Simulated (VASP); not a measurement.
# BP (hb.bA) (F-43m) in VASP: single point with PBE

Aim: the single point of BP (hb.bA) with PBE.

Program: VASP 6.6.1. These are calculated values, not measurements. Logs are shortened: lines on timing, memory, paths and dates and some standing lists are left out, and cuts for length are marked.

## (1) The cell of the first run

Symmetry: F-43m, No. 216, cubic system. The conventional cell has a = 4.548 Å, b = 4.548 Å, c = 4.548 Å, α = 90.00°, β = 90.00°, γ = 90.00°. B (site symmetry -43m) has 4 P at 1.97 Å within 2.6 Å. Within 2.6 Å of P (site symmetry -43m) lie 4 B at 1.97 Å.

## (2) Single point, PBE

File INCAR:

```
SYSTEM = BP
PREC = Accurate ; ENCUT = 500
EDIFF = 1E-6 ; ISMEAR = 0
SIGMA = 0.02 ; LREAL = .FALSE.
LASPH = .TRUE. ; NELM = 120
ALGO = Normal ; ISIF = 2
LWAVE = .FALSE. ; LCHARG = .FALSE.
GGA = PE ; NBANDS = 11
GGA_COMPAT = .FALSE.
```

File KPOINTS:

```
regular mesh
0
G
  10 10 10
  0 0 0
```

File POSCAR:

```
BP
1.0
    0.0000000000      2.2740785063      2.2740785063
    2.2740785063      0.0000000000      2.2740785063
    2.2740785063      2.2740785063      0.0000000000
B P
1 1
Direct
    0.0000000000      0.0000000000      0.0000000000
    0.2500000000      0.2500000000      0.2500000000
```

Potentials or basis: VASP PAW PBE potentials, release 64 (B, P).

The run is started by

```
$ cat potpaw_PBE.64/B/POTCAR potpaw_PBE.64/P/POTCAR > POTCAR
$ mpirun -np 1 vasp_std > vasp.out
```

OUTCAR:

```text
SYSTEM = BP
   PREC = Accurate
   ENCUT = 500
   EDIFF = 1E-6
   ISMEAR = 0
   LREAL = .FALSE.
   LASPH = .TRUE.
   NELM = 120
   ISIF = 2
   GGA = PE

 ion  position               nearest neighbor table
   1  0.000  0.000  0.000-   2 1.97   2 1.97   2 1.97   2 1.97
   2  0.250  0.250  0.250-   1 1.97   1 1.97   1 1.97   1 1.97

  LATTYP: Found a face centered cubic cell.
 ALAT       =     4.5481570126

  Lattice vectors:

 A1 = (   0.0000000000,   2.2740785063,   2.2740785063)
 A2 = (   2.2740785063,   0.0000000000,   2.2740785063)
 A3 = (   2.2740785063,   2.2740785063,   0.0000000000)

Analysis of symmetry for initial positions (statically):
=====================================================================
 Subroutine PRICEL returns:
 Original cell was already a primitive cell.

 Routine SETGRP: Setting up the symmetry group for a
 face centered cubic supercell.

 Subroutine GETGRP returns: Found 24 space group operations
 (whereof 24 operations were pure point group operations)
 out of a pool of 48 trial point group operations.

The static configuration has the point symmetry T_d .

Analysis of symmetry for dynamics (positions and initial velocities):
=====================================================================
 Subroutine PRICEL returns:
 Original cell was already a primitive cell.

 Routine SETGRP: Setting up the symmetry group for a
 face centered cubic supercell.

 Subroutine GETGRP returns: Found 24 space group operations
 (whereof 24 operations were pure point group operations)
 out of a pool of 48 trial point group operations.

The dynamic configuration has the point symmetry T_d .

 Subroutine INISYM returns: Found 24 space group operations
 (whereof 24 operations are pure point group operations),
 and found     1 'primitive' translations

----------------------------------------------------------------------------------------

                                     Primitive cell

  volume of cell :      23.5205

  direct lattice vectors                    reciprocal lattice vectors
     0.000000000  2.274078506  2.274078506    -0.219869278  0.219869278  0.219869278
     2.274078506  0.000000000  2.274078506     0.219869278 -0.219869278  0.219869278
     2.274078506  2.274078506  0.000000000     0.219869278  0.219869278 -0.219869278

  length of vectors
     3.216032666  3.216032666  3.216032666     0.380824761  0.380824761  0.380824761

  position of ions in fractional coordinates (direct lattice)
     0.000000000  0.000000000  0.000000000
     0.250000000  0.250000000  0.250000000

  ion indices of the primitive-cell ions
   primitive index   ion index
                 1           1
                 2           2

----------------------------------------------------------------------------------------

 KPOINTS: regular mesh

Automatic generation of k-mesh.
 Grid dimensions read from file:
 generate k-points for:   10   10   10

 Generating k-lattice:

  Cartesian coordinates                     Fractional coordinates (reciprocal lattice)
    -0.021986928  0.021986928  0.021986928     0.100000000  0.000000000  0.000000000
     0.021986928 -0.021986928  0.021986928     0.000000000  0.100000000  0.000000000
     0.021986928  0.021986928 -0.021986928     0.000000000  0.000000000  0.100000000

  Length of vectors
     0.038082476  0.038082476  0.038082476

  Shift w.r.t. Gamma in fractional coordinates (k-lattice)
     0.000000000  0.000000000  0.000000000

 Subroutine IBZKPT returns following result:
 ===========================================

 Found     47 irreducible k-points:

 Following reciprocal coordinates:
            Coordinates               Weight
  0.000000  0.000000  0.000000      1.000000
  0.100000  0.000000  0.000000      8.000000
  0.200000  0.000000  0.000000      8.000000
  0.300000  0.000000  0.000000      8.000000
  0.400000  0.000000  0.000000      8.000000
  0.500000  0.000000  0.000000      4.000000
[... 16 lines left out ...]
  0.300000  0.300000  0.000000      6.000000
  0.400000  0.300000  0.000000     24.000000
 [... further k-points ...]
   k-points           NKPTS =     47   k-points in BZ     NKDIM =     47   number of bands    NBANDS=     11
   number of dos      NEDOS =    301   number of ions     NIONS =      2
   total plane-waves  NPLWV =  13824
   dimension x,y,z NGX =    24 NGY =   24 NGZ =   24
   dimension x,y,z NGXF=    48 NGYF=   48 NGZF=   48
   ions per type =               1   1
   NGX,Y,Z   is equivalent  to a cutoff of  12.41, 12.41, 12.41 a.u.
   NGXF,Y,Z  is equivalent  to a cutoff of  24.81, 24.81, 24.81 a.u.
 SYSTEM =  BP
   PREC   = accura    normal or accurate (medium, high low for compatibility)
   ISTART =      0    job   : 0-new  1-cont  2-samecut
   ICHARG =      2    charge: 1-file 2-atom 10-const
   ISPIN  =      1    spin polarized calculation?
   LNONCOLLINEAR =      F non collinear calculations
   LSORBIT =      F    spin-orbit coupling
   LASPH  =      T    aspherical Exc in radial PAW
   ENCUT  =  500.0 eV  36.75 Ry    6.06 a.u.   5.86  5.86  5.86*2*pi/ulx,y,z
   NELM   =    120;   NELMIN=  2; NELMDL= -5     # of ELM steps
   EDIFF  = 0.1E-05   stopping-criterion for ELM
   LREAL  =      F    real-space projection
   EDIFFG = 0.1E-04   stopping-criterion for IOM
   NSW    =      0    number of steps for IOM
   IBRION =     -1    ionic relax: 0-MD 1-quasi-New 2-CG
   NFREE  =      0    steps in history (QN), initial steepest desc. (CG)
   ISIF   =      2    stress and relaxation
   ISYM   =      2    0-nonsym 1-usesym 2-fastsym
   POTIM  = 0.5000    time-step for ionic-motion
   TEBEG  =    0.0;   TEEND  =   0.0 temperature during run
   PSTRESS=    0.0 pullay stress
   NELECT =       8.0000    total number of electrons
   NUPDOWN=      -1.0000    fix difference up-down
   EMIN   =  10.00;   EMAX   =-10.00  energy-range for DOS
   EFERMI =   0.00;   METHOD = LEGACY
   ISMEAR =     0;   SIGMA  =   0.02  broadening in eV -4-tet -1-fermi 0-gaus
   EFERMI_NEDOS =   21; number of points for ismear=-14 and -15
   IALGO  =     38    algorithm
   IMIX   =      4    mixing-type and parameters
     AMIX     =   0.40;   BMIX     =  1.00
     AMIX_MAG =   1.60;   BMIX_MAG =  1.00
  volume/ion in A,a.u.               =      11.76        79.36
  Fermi-wavevector in a.u.,A,eV,Ry     =   1.142763  2.159508 17.767937  1.305906
  Thomas-Fermi vector in A             =   2.279460
   LORBIT       =      0    0 simple, 1 ext, 2 COOP (PROOUT), +10 PAW based schemes
   GGA     = PE    functional components
   LHFCALC =     F    Hartree Fock is set to
   AEXX    =    0.0000 exact exchange contribution
   IVDW    =     0    specifies the selected vdW correction
   LEPSILON=     F    determine dielectric tensor
   LRPA    =     F    only Hartree local field effects (RPA)
 non-spin polarized calculation
 Gauss-broadening in eV      SIGMA  =   0.02
  energy-cutoff  :      500.00
  volume of cell :       23.52
 maximum number of plane-waves:       610
   NGX = 11   NGY = 11   NGZ = 11

 number of electron       8.0000000 magnetization

 Free energy of the ion-electron system (eV)
  ---------------------------------------------------
  ext. energy  EPLUGINS =         0.00000000
  ---------------------------------------------------
  free energy    TOTEN  =       -12.93057768 eV

  energy without entropy =      -12.93057768  energy(sigma->0) =      -12.93057768

 E-fermi :   7.4774     XC(G=0): -10.8784

 val. band max:        7.3537683213   @ k =   0.0000   0.0000   0.0000
 cond. band min:       8.6021450569   @ k =   0.4000   0.4000   0.0000
 fundamental gap:      1.2483767356
 Fermi energy:         7.4773574761

 k-point     1 :       0.0000    0.0000    0.0000
  band No.  band energies     occupation
      1      -8.0469      2.00000
      2       7.3538      2.00000
      3       7.3538      2.00000
      4       7.3538      2.00000
      5      10.7447      0.00000
      6      10.7447      0.00000
      7      10.7447      0.00000
      8      14.6262      0.00000
      9      18.8215      0.00000
     10      19.4634      0.00000
     11      19.4634      0.00000

 k-point     2 :       0.1000    0.0000    0.0000
  band No.  band energies     occupation
      1      -7.8677      2.00000
      2       6.0567      2.00000
      3       7.0608      2.00000
      4       7.0608      2.00000
      5      11.1505      0.00000
      6      11.1505      0.00000
      7      11.1747      0.00000
      8      15.1542      0.00000
      9      18.7838      0.00000
     10      18.7838      0.00000
     11      19.3866      0.00000

 k-point     3 :       0.2000    0.0000    0.0000
  band No.  band energies     occupation
      1      -7.3372      2.00000
      2       3.7249      2.00000
      3       6.5046      2.00000
      4       6.5046      2.00000
      5      11.3604      0.00000
      6      11.8677      0.00000
      7      11.8677      0.00000
      8      16.3467      0.00000
      9      18.1855      0.00000
     10      18.1855      0.00000
     11      20.2443      0.00000

 k-point     4 :       0.3000    0.0000    0.0000
  band No.  band energies     occupation
      1      -6.4854      2.00000
      2       1.3771      2.00000
      3       6.0176      2.00000
      4       6.0176      2.00000
      5      11.2596      0.00000
      6      12.2002      0.00000
      7      12.2002      0.00000
      8      17.2851      0.00000
      9      18.7549      0.00000
     10      18.7549      0.00000
     11      20.4970      0.00000

 k-point     5 :       0.4000    0.0000    0.0000
  band No.  band energies     occupation
      1      -5.4264      2.00000
      2      -0.6309      2.00000
      3       5.7088      2.00000
      4       5.7088      2.00000
      5      11.1411      0.00000
      6      12.1362      0.00000
      7      12.1362      0.00000
      8      17.4900      0.00000
      9      20.4335      0.00000
     10      20.4335      0.00000
     11      21.3835      0.00000
[... 211 lines left out ...]
 k-point    21 :      -0.3000    0.2000    0.0000
  band No.  band energies     occupation
      1      -5.2036      2.00000
      2       0.4006      2.00000
      3       2.7196      2.00000
      4       5.4446      2.00000
      5      11.2404      0.00000
      6      13.4688      0.00000
      7      14.2354      0.00000
      8      16.6439      0.00000
      9      17.7215      0.00000
     10      19.9816      0.00000
     11      24.2655      0.00000

 k-point    22 :      -0.2000    0.2000    0.0000
  band No.  band energies     occupation
      1      -6.1956      2.00000
      2       2.1208      2.00000
      3       3.2081      2.00000
      4       6.1159      2.00000
      5      11.8118      0.00000
      6      12.6527      0.00000
      7      13.7119      0.00000
      8      15.6462      0.00000
      9      16.8510      0.00000
     10      20.9213      0.00000
     11      23.0707      0.00000

 k-point    23 :       0.3000    0.3000    0.0000
  band No.  band energies     occupation
      1      -5.9445      2.00000
      2       2.5281      2.00000
      3       4.1528      2.00000
      4       4.1528      2.00000
      5       8.8832      0.00000
      6      11.2669      0.00000
      7      16.1771      0.00000
      8      16.1771      0.00000
      9      20.3260      0.00000
     10      21.7085      0.00000
     11      23.8091      0.00000

 k-point    24 :       0.4000    0.3000    0.0000
  band No.  band energies     occupation
      1      -5.1250      2.00000
      2       1.2082      2.00000
      3       3.3304      2.00000
      4       3.8596      2.00000
      5       9.1706      0.00000
      6      10.9788      0.00000
      7      16.7840      0.00000
      8      16.7992      0.00000
      9      21.2763      0.00000
     10      22.5778      0.00000
     11      24.3167      0.00000

 [... further k-points ...]
[... 5 lines left out ...]
  --------------------------------------------------------------------------------------
  -------------------------------------------------------------------------------------
  Total       -0.0289610     -0.0289610     -0.0289610     -0.0000000      0.0000000     -0.0000000
  in kB       -1.9727791     -1.9727791     -1.9727791     -0.0000000      0.0000000     -0.0000000
  external PRESSURE =      -1.9727791 kB  Pullay stress =       0.0000000 kB

 VOLUME and BASIS-vectors are now :
 -----------------------------------------------------------------------------
  energy-cutoff  :      500.00
  volume of cell :       23.52
      direct lattice vectors                 reciprocal lattice vectors
     0.000000000  2.274078506  2.274078506    -0.219869278  0.219869278  0.219869278
     2.274078506  0.000000000  2.274078506     0.219869278 -0.219869278  0.219869278
     2.274078506  2.274078506  0.000000000     0.219869278  0.219869278 -0.219869278

 POSITION                                       TOTAL-FORCE (eV/Angst)
 -----------------------------------------------------------------------------------
      0.00000      0.00000      0.00000         0.000000      0.000000      0.000000
      1.13704      1.13704      1.13704        -0.000000     -0.000000     -0.000000
 -----------------------------------------------------------------------------------
    total drift:                                0.000000      0.000000      0.000000

  FREE ENERGIE OF THE ION-ELECTRON SYSTEM (eV)
  ---------------------------------------------------
  free  energy   TOTEN  =       -12.9305776805 eV

  energy  without entropy=      -12.9305776805  energy(sigma->0) =      -12.93057768
```

Run time: 14 s. Hardware: 1 thread of Intel Xeon 8259CL, shared host; peak memory 0.13 GiB.

Results:

| Item | Value |
| --- | --- |
| Free energy | -12.9306 eV |
| Pressure | -0.2 GPa |
| Band gap on the k mesh | 1.25 eV, indirect (least direct gap 3.39 eV) |

A k mesh can miss the band edges. Expect the measured gap to be larger: semilocal functionals such as PBE lack the derivative discontinuity.
